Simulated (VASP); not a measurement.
# Li4F in VASP: single point with PBEsol

Aim: the single point of Li4F with PBEsol.

All numbers are computed with VASP 6.6.1; they aren't measurements. Logs are shortened: lines on timing, memory, paths and dates and some standing lists are left out, and cuts for length are marked.

## Step 1: The cell of the first run

The cell holds a slab with vacuum, 5 atoms: a = 3.053 Å, b = 3.053 Å, c = 25.477 Å, α = 90.00°, β = 90.00°, γ = 90.00°.

## Step 2: Single point, PBEsol

INCAR reads:

```
SYSTEM = Li4F
  PREC = Accurate
  ENCUT = 520
  EDIFF = 1E-7
  ISMEAR = 0
  SIGMA = 0.1
  LREAL = .FALSE.
  LASPH = .TRUE.
  NELM = 100
  ALGO = Normal
  ISIF = 2
  LWAVE = .FALSE.
  LCHARG = .TRUE.
  LDIPOL = .TRUE.
  IDIPOL = 3
  DIPOL = 0.5 0.5 0.478
  GGA = PS
  LELF = .TRUE.
  LVHAR = .TRUE.
  LVACPOTAV = .TRUE.
  NBANDS = 18
```

KPOINTS reads:

```
regular mesh
0
G
  9 9 1
  0 0 0
```

POSCAR reads:

```
Li4F
1.0
    3.0534023709      0.0000000000      0.0000000000
    0.0000000000      3.0534023709      0.0000000000
    0.0000000000      0.0000000000     25.4772445665
Li F
4 1
Direct
    0.5000000000      0.5000000000      0.3336310557
    0.0000000000      0.0000000000      0.4183765436
    0.5000000000      0.5000000000      0.4993588904
    0.0000000000      0.0000000000      0.5615611915
    0.0000000000      0.5000000000      0.5771951131
```

Potentials or basis: VASP PAW PBE potentials, release 64 (Li_sv, F).

Started as:

```console
> cat potpaw_PBE.64/Li_sv/POTCAR potpaw_PBE.64/F/POTCAR > POTCAR
> mpirun -np 1 vasp_std > vasp.out
```

OUTCAR:

```text
SYSTEM = Li4F
   PREC = Accurate
   ENCUT = 520
   EDIFF = 1E-7
   ISMEAR = 0
   LREAL = .FALSE.
   LASPH = .TRUE.
   NELM = 100
   ISIF = 2
   GGA = PS

 ion  position               nearest neighbor table
   1  0.500  0.500  0.334-
   2  0.000  0.000  0.418-
   3  0.500  0.500  0.499-
   4  0.000  0.000  0.562-   5 1.58   5 1.58
   5  0.000  0.500  0.577-   4 1.58   4 1.58

  LATTYP: Found a simple tetragonal cell.
 ALAT       =     3.0534023709
 C/A-ratio  =     8.3438870715

  Lattice vectors:

 A1 = (   3.0534023709,   0.0000000000,   0.0000000000)
 A2 = (   0.0000000000,   3.0534023709,   0.0000000000)
 A3 = (   0.0000000000,   0.0000000000,  25.4772445665)

Analysis of symmetry for initial positions (statically):
=====================================================================
 Subroutine PRICEL returns:
 Original cell was already a primitive cell.

 Routine SETGRP: Setting up the symmetry group for a
 simple tetragonal supercell.

 Subroutine GETGRP returns: Found  4 space group operations
 (whereof  4 operations were pure point group operations)
 out of a pool of 16 trial point group operations.

The static configuration has the point symmetry C_2v.

Analysis of symmetry for dynamics (positions and initial velocities):
=====================================================================
 Subroutine PRICEL returns:
 Original cell was already a primitive cell.

 Routine SETGRP: Setting up the symmetry group for a
 simple tetragonal supercell.

 Subroutine GETGRP returns: Found  4 space group operations
 (whereof  4 operations were pure point group operations)
 out of a pool of 16 trial point group operations.

The dynamic configuration has the point symmetry C_2v.

 Subroutine INISYM returns: Found  4 space group operations
 (whereof  4 operations are pure point group operations),
 and found     1 'primitive' translations

----------------------------------------------------------------------------------------

                                     Primitive cell

  volume of cell :     237.5311

  direct lattice vectors                    reciprocal lattice vectors
     3.053402371  0.000000000  0.000000000     0.327503512  0.000000000  0.000000000
     0.000000000  3.053402371  0.000000000     0.000000000  0.327503512  0.000000000
     0.000000000  0.000000000 25.477244567     0.000000000  0.000000000  0.039250712

  length of vectors
     3.053402371  3.053402371 25.477244567     0.327503512  0.327503512  0.039250712

  position of ions in fractional coordinates (direct lattice)
     0.500000000  0.500000000  0.333631056
     0.000000000  0.000000000  0.418376544
     0.500000000  0.500000000  0.499358890
     0.000000000  0.000000000  0.561561191
     0.000000000  0.500000000  0.577195113

  ion indices of the primitive-cell ions
   primitive index   ion index
                 1           1
                 2           2
                 3           3
                 4           4
                 5           5

----------------------------------------------------------------------------------------

 KPOINTS: regular mesh

Automatic generation of k-mesh.
 Grid dimensions read from file:
 generate k-points for:    9    9    1

 Generating k-lattice:

  Cartesian coordinates                     Fractional coordinates (reciprocal lattice)
     0.036389279  0.000000000  0.000000000     0.111111111  0.000000000  0.000000000
     0.000000000  0.036389279  0.000000000     0.000000000  0.111111111  0.000000000
     0.000000000  0.000000000  0.039250712     0.000000000  0.000000000  1.000000000

  Length of vectors
     0.036389279  0.036389279  0.039250712

  Shift w.r.t. Gamma in fractional coordinates (k-lattice)
     0.000000000  0.000000000  0.000000000

 Subroutine IBZKPT returns following result:
 ===========================================

 Found     25 irreducible k-points:

 Following reciprocal coordinates:
            Coordinates               Weight
  0.000000  0.000000  0.000000      1.000000
  0.111111  0.000000  0.000000      2.000000
  0.000000  0.111111  0.000000      2.000000
  0.222222  0.000000  0.000000      2.000000
  0.000000  0.222222  0.000000      2.000000
  0.333333  0.000000  0.000000      2.000000
[... 16 lines left out ...]
  0.444444  0.333333  0.000000      4.000000
 -0.333333  0.444444  0.000000      4.000000
   k-points           NKPTS =     25   k-points in BZ     NKDIM =     25   number of bands    NBANDS=     18
   number of dos      NEDOS =    301   number of ions     NIONS =      5
   total plane-waves  NPLWV = 110592
   dimension x,y,z NGX =    24 NGY =   24 NGZ =  192
   dimension x,y,z NGXF=    48 NGYF=   48 NGZF=  384
   ions per type =               4   1
   NGX,Y,Z   is equivalent  to a cutoff of  13.07, 13.07, 12.53 a.u.
   NGXF,Y,Z  is equivalent  to a cutoff of  26.13, 26.13, 25.06 a.u.
 SYSTEM =  Li4F
   PREC   = accura    normal or accurate (medium, high low for compatibility)
   ISTART =      0    job   : 0-new  1-cont  2-samecut
   ICHARG =      2    charge: 1-file 2-atom 10-const
   ISPIN  =      1    spin polarized calculation?
   LNONCOLLINEAR =      F non collinear calculations
   LSORBIT =      F    spin-orbit coupling
   LASPH  =      T    aspherical Exc in radial PAW
   ENCUT  =  520.0 eV  38.22 Ry    6.18 a.u.   5.68  5.68 47.37*2*pi/ulx,y,z
   NELM   =    100;   NELMIN=  2; NELMDL= -5     # of ELM steps
   EDIFF  = 0.1E-06   stopping-criterion for ELM
   LREAL  =      F    real-space projection
   EDIFFG = 0.1E-05   stopping-criterion for IOM
   NSW    =      0    number of steps for IOM
   IBRION =     -1    ionic relax: 0-MD 1-quasi-New 2-CG
   NFREE  =      0    steps in history (QN), initial steepest desc. (CG)
   ISIF   =      2    stress and relaxation
   ISYM   =      2    0-nonsym 1-usesym 2-fastsym
   POTIM  = 0.5000    time-step for ionic-motion
   TEBEG  =    0.0;   TEEND  =   0.0 temperature during run
   PSTRESS=    0.0 pullay stress
   NELECT =      19.0000    total number of electrons
   NUPDOWN=      -1.0000    fix difference up-down
   EMIN   =  10.00;   EMAX   =-10.00  energy-range for DOS
   EFERMI =   0.00;   METHOD = LEGACY
   ISMEAR =     0;   SIGMA  =   0.10  broadening in eV -4-tet -1-fermi 0-gaus
   EFERMI_NEDOS =   21; number of points for ismear=-14 and -15
   IALGO  =     38    algorithm
   IMIX   =      4    mixing-type and parameters
     AMIX     =   0.40;   BMIX     =  1.00
     AMIX_MAG =   1.60;   BMIX_MAG =  1.00
  volume/ion in A,a.u.               =      47.51       320.59
  Fermi-wavevector in a.u.,A,eV,Ry     =   0.705374  1.332963  6.769604  0.497552
  Thomas-Fermi vector in A             =   1.790868
   LORBIT       =      0    0 simple, 1 ext, 2 COOP (PROOUT), +10 PAW based schemes
   GGA     = PS    functional components
   LHFCALC =     F    Hartree Fock is set to
   AEXX    =    0.0000 exact exchange contribution
   IVDW    =     0    specifies the selected vdW correction
   LEPSILON=     F    determine dielectric tensor
   LRPA    =     F    only Hartree local field effects (RPA)
 non-spin polarized calculation
 Gauss-broadening in eV      SIGMA  =   0.10
  energy-cutoff  :      520.00
  volume of cell :      237.53
 maximum number of plane-waves:      6444
 NGX is ok and might be reduce to    24
   NGX = 11   NGY = 11   NGZ = 95

 number of electron      19.0000036 magnetization

 dipolmoment           0.000000      0.000000      0.064199 electrons x Angstroem

 Free energy of the ion-electron system (eV)
  ---------------------------------------------------
  ext. energy  EPLUGINS =         0.00000000
  ---------------------------------------------------
  free energy    TOTEN  =       -14.02850624 eV

  energy without entropy =      -14.02298976  energy(sigma->0) =      -14.02574800

 E-fermi :  -1.9434     XC(G=0):  -2.9964

 val. band max:       -2.0163447812   @ k =   0.3333   0.2222   0.0000
 cond. band min:      -1.8948257733   @ k =   0.0000   0.1111   0.0000
 fundamental gap:      0.1215190079
 Fermi energy:        -1.9433805193

 k-point     1 :       0.0000    0.0000    0.0000
  band No.  band energies     occupation
      1     -48.4164      2.00000
      2     -48.1520      2.00000
      3     -47.7449      2.00000
      4     -46.9993      2.00000
      5     -26.0254      2.00000
      6      -8.5603      2.00000
[... 10 lines left out ...]
     17       3.4101      0.00000
     18       4.7208      0.00000

 k-point     2 :       0.1111    0.0000    0.0000
  band No.  band energies     occupation
      1     -48.4156      2.00000
      2     -48.1511      2.00000
      3     -47.7441      2.00000
      4     -46.9985      2.00000
      5     -26.0119      2.00000
      6      -8.5462      2.00000
[... 10 lines left out ...]
     17       3.4922      0.00000
     18       4.6628      0.00000

 k-point     3 :       0.0000    0.1111    0.0000
  band No.  band energies     occupation
      1     -48.4156      2.00000
      2     -48.1511      2.00000
      3     -47.7441      2.00000
      4     -46.9950      2.00000
      5     -26.0633      2.00000
      6      -8.5482      2.00000
[... 10 lines left out ...]
     17       3.5413      0.00000
     18       4.8728      0.00000

 k-point     4 :       0.2222    0.0000    0.0000
  band No.  band energies     occupation
      1     -48.4137      2.00000
      2     -48.1488      2.00000
      3     -47.7422      2.00000
      4     -46.9965      2.00000
      5     -25.9776      2.00000
      6      -8.5101      2.00000
[... 10 lines left out ...]
     17       3.6994      0.00000
     18       4.1015      0.00000

 k-point     5 :       0.0000    0.2222    0.0000
  band No.  band energies     occupation
      1     -48.4137      2.00000
      2     -48.1488      2.00000
      3     -47.7422      2.00000
      4     -46.9841      2.00000
      5     -26.1584      2.00000
      6      -8.4603      2.00000
[... 10 lines left out ...]
     17       3.6169      0.00000
     18       4.3560      0.00000

 k-point     6 :       0.3333    0.0000    0.0000
  band No.  band energies     occupation
      1     -48.4115      2.00000
      2     -48.1462      2.00000
      3     -47.7400      2.00000
      4     -46.9942      2.00000
      5     -25.9380      2.00000
      6      -8.4688      2.00000
[... 10 lines left out ...]
     17       3.7997      0.00000
     18       4.4288      0.00000

 k-point     7 :       0.0000    0.3333    0.0000
  band No.  band energies     occupation
      1     -48.4115      2.00000
      2     -48.1462      2.00000
      3     -47.7400      2.00000
      4     -46.9716      2.00000
      5     -26.2650      2.00000
      6      -8.2764      2.00000
[... 10 lines left out ...]
     17       3.8077      0.00000
     18       4.4880      0.00000

 k-point     8 :       0.4444    0.0000    0.0000
  band No.  band energies     occupation
      1     -48.4101      2.00000
      2     -48.1445      2.00000
      3     -47.7387      2.00000
      4     -46.9927      2.00000
      5     -25.9119      2.00000
      6      -8.5983      2.00000
[... 10 lines left out ...]
     17       4.7038      0.00000
     18       4.7244      0.00000
[... 229 lines left out ...]
     17       4.3886      0.00000
     18       4.7885      0.00000

 k-point    20 :       0.4444    0.2222    0.0000
  band No.  band energies     occupation
      1     -48.4075      2.00000
      2     -48.1417      2.00000
      3     -47.7360      2.00000
      4     -46.9774      2.00000
      5     -26.0477      2.00000
      6      -8.3820      2.00000
[... 10 lines left out ...]
     17       5.1810      0.00000
     18       5.3939      0.00000

 k-point    21 :      -0.2222    0.4444    0.0000
  band No.  band energies     occupation
      1     -48.4075      2.00000
      2     -48.1417      2.00000
      3     -47.7360      2.00000
      4     -46.9605      2.00000
      5     -26.2884      2.00000
      6      -7.9674      2.00000
[... 10 lines left out ...]
     17       4.8424      0.00000
     18       5.1066      0.00000

 k-point    22 :       0.3333    0.3333    0.0000
  band No.  band energies     occupation
      1     -48.4068      2.00000
      2     -48.1410      2.00000
      3     -47.7352      2.00000
      4     -46.9663      2.00000
      5     -26.1811      2.00000
      6      -8.1166      2.00000
[... 10 lines left out ...]
     17       4.8685      0.00000
     18       5.1483      0.00000

 k-point    23 :       0.4444    0.3333    0.0000
  band No.  band energies     occupation
      1     -48.4054      2.00000
      2     -48.1395      2.00000
      3     -47.7338      2.00000
      4     -46.9648      2.00000
      5     -26.1562      2.00000
      6      -8.1900      2.00000
[... 10 lines left out ...]
     17       5.0765      0.00000
     18       5.4658      0.00000

 k-point    24 :      -0.3333    0.4444    0.0000
  band No.  band energies     occupation
      1     -48.4054      2.00000
      2     -48.1395      2.00000
      3     -47.7338      2.00000
      4     -46.9581      2.00000
      5     -26.2508      2.00000
      6      -7.8813      2.00000
[... 10 lines left out ...]
     17       5.2729      0.00000
     18       5.4736      0.00000

 [... further k-points ...]

------------------------ aborting loop because EDIFF is reached ----------------------------------------

  FORCE on cell =-STRESS in cart. coord.  units (eV):
  Direction    XX          YY          ZZ          XY          YZ          ZX
  --------------------------------------------------------------------------------------
  -------------------------------------------------------------------------------------
  Total        0.1215451      6.4775731     -0.0272646      0.0000000      0.0000000      0.0000000
  in kB        0.8198371     43.6920451     -0.1839032      0.0000000      0.0000000      0.0000000
  external PRESSURE =      14.7759930 kB  Pullay stress =       0.0000000 kB

 VOLUME and BASIS-vectors are now :
 -----------------------------------------------------------------------------
  energy-cutoff  :      520.00
  volume of cell :      237.53
      direct lattice vectors                 reciprocal lattice vectors
     3.053402371  0.000000000  0.000000000     0.327503512  0.000000000  0.000000000
     0.000000000  3.053402371  0.000000000     0.000000000  0.327503512  0.000000000
     0.000000000  0.000000000 25.477244567     0.000000000  0.000000000  0.039250712

 POSITION                                       TOTAL-FORCE (eV/Angst)
 -----------------------------------------------------------------------------------
      1.52670      1.52670      8.50000         0.000000      0.000000     -0.002957
      0.00000      0.00000     10.65908         0.000000      0.000000     -0.010304
      1.52670      1.52670     12.72229         0.000000      0.000000      0.002192
      0.00000      0.00000     14.30703         0.000000      0.000000     -0.072030
      0.00000      1.52670     14.70534         0.000000      0.000000      0.083098
 -----------------------------------------------------------------------------------
    total drift:                                0.000000      0.000000     -0.002371

  FREE ENERGIE OF THE ION-ELECTRON SYSTEM (eV)
  ---------------------------------------------------
  free  energy   TOTEN  =       -14.0285062381 eV

  energy  without entropy=      -14.0229897635  energy(sigma->0) =      -14.02574800

 vacuum level on the upper side and lower side of the slab         2.250         1.003
```

It took 2.2 min on 1 thread of Intel Xeon Platinum 8488C (Sapphire Rapids), shared host; peak memory 0.34 GiB.

What came out:

| Item | Value |
| --- | --- |
| Free energy | -14.0285 eV |
| Largest force | 0.083 eV/Å |
| Band gap on the k mesh | zero (an odd number of electrons rules out a gap without spin polarisation) |

Forces on the atoms (eV/Å):
```
Li   0.000  0.000 -0.003
Li   0.000  0.000 -0.010
Li   0.000  0.000  0.002
Li   0.000  0.000 -0.072
F    0.000  0.000  0.083
```

Caveat: the cutoff is under 1.25 times the usual one of these potentials, so pressure, stress and relaxed cells hold a basis-set (Pulay) error; the PAW data sets were made with another functional, which shifts forces and pressure a little; an odd number of electrons without spin polarisation forces a metal; a magnetic or distorted state may lie lower.
